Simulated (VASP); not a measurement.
Wanted: the native input for a VASP 6.6.1 run.

```
Task                   : single point
Functional             : LDA
Potentials or basis    : VASP PAW LDA potentials, release 64 (Ca_sv, F)
Cutoff                 : 600 eV
k mesh                 : 6 × 6 × 6
Occupations            : gaussian, width 0.01 eV
Spin                   : no spin polarisation
Dipole correction      : no
Further INCAR settings : ALGO = Normal; EDIFF = 1e-06; NBANDS = 19
```

The structure of CaF2 lies in POSCAR:

```
CaF2
1.0
    0.0000000000      2.6463049991      2.6463049991
    2.6463049991      0.0000000000      2.6463049991
    2.6463049991      2.6463049991      0.0000000000
Ca F
1 2
Direct
    0.0000000000      0.0000000000      0.0000000000
    0.2500000000      0.2500000000      0.2500000000
    0.7500000000      0.7500000000      0.7500000000
```

The input as run:

INCAR

```
SYSTEM = CaF2
PREC = Accurate
ENCUT = 600
EDIFF = 1E-6
ISMEAR = 0
SIGMA = 0.01
LREAL = .False.
LASPH = .True.
NELM = 120
ALGO = Normal
ISIF = 2
LWAVE = .False.
LCHARG = .True.
LELF = .True.
LVHAR = .True.
NBANDS = 19
GGA_COMPAT = .False.
```

KPOINTS

```
Automatic mesh
0
Gamma
  6 6 6
  0 0 0
```

Potentials or basis: VASP PAW LDA potentials, release 64 (Ca_sv, F).

Launch:

```sh
$ cat potpaw_LDA.64/Ca_sv/POTCAR potpaw_LDA.64/F/POTCAR > POTCAR
$ mpirun -np 1 vasp_std > vasp.out
```

It gave:

- Pressure: 2.6 GPa
- Band gap on the k mesh: 7.47 eV (least direct gap 7.75 eV)

Run time: 14 s on 1 thread of Intel Xeon 8259CL, on a shared host, peak memory 0.15 GiB.
